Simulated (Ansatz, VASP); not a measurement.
# Two plane-wave programs on Si5Sn

```xyz
6
Lattice="5.2751 0.0000 0.0000 -2.6376 4.5684 0.0000 0.0000 0.0000 4.3316" Properties=species:S:1:pos:R:3 pbc="T T T"
Si    1.3188    2.2842    0.0000
Si    0.0000    3.0456    2.1658
Si   -1.3188    2.2842    0.0000
Si    2.6376    0.0000    0.0000
Si    2.6376    1.5228    2.1658
Sn    0.0000    0.0000    2.1658
```

Change from the starting cell: species swapped into the MgPd5 type (P-62m, No. 189).

Alike in both runs: functional PBE; k mesh 12 × 12 × 8; occupations gaussian, width 0.1 eV; no spin polarisation.

Ansatz relaxed the structure, and its values are those at the end. VASP's run is a single point on that final structure, the one shown.

```csv
,VASP,Ansatz
version,VASP 6.6.1,Ansatz 0.2.0
potentials or method,"VASP PAW PBE potentials, release 64 (Si, Sn_d), cutoff 520 eV","scalar-relativistic, plane waves, PAW"
valence electrons in the cell,34,34
```

|  | VASP | Ansatz | Ansatz less VASP |
| --- | --- | --- | --- |
| gap on the k mesh at the Fermi level (eV) | none | none | - |
| pressure (GPa) | 0.0 | 0.0 | +0.05 |

A gap of «none» marks a metal or a gap that the smearing closes.
